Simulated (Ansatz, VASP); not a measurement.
## WS2 in VASP and in Ansatz

```xyz
3
Lattice="3.1567 0.0000 0.0000 -1.5784 2.7338 0.0000 0.0000 0.0000 30.0800" Properties=species:S:1:pos:R:3 pbc="T T T"
S     1.5784    0.9113    9.0210
S     1.5784    0.9113   12.1190
W     0.0000    1.8225   10.5700
```

Alike in both runs: functional LDA; k mesh 12 × 12 × 1; occupations gaussian, width 0.02 eV; no spin polarisation.

Ansatz relaxed the structure, and its values are those at the end. VASP's run is a single point on that final structure, the one shown.

|  | VASP | Ansatz |
| --- | --- | --- |
| version | VASP 6.6.1 | Ansatz 0.2.0 |
| potentials or method | VASP PAW LDA potentials, release 64 (S, W_sv) | scalar-relativistic, plane waves, PAW |
| plane-wave cutoff (eV) | 400 | 420 |
| valence electrons in the cell | 26 | 26 |

Ansatz gave:

```
gap on the k mesh at the Fermi level (eV) : 1.84
least direct gap on the mesh (eV)         : 1.84
rms of the force components (eV/Å)        : 0.000
```

**Question.** Which values does VASP return?

**Answer.** gap on the k mesh at the Fermi level (eV): 1.85; least direct gap on the mesh (eV): 1.85; rms of the force components (eV/Å): 0.023.

LDA's correlation is that of Perdew and Zunger in VASP and of Perdew and Wang (1992) in Ansatz. Ansatz's warnings: xc potential rough in thin density.

Spin-orbit coupling is off throughout.
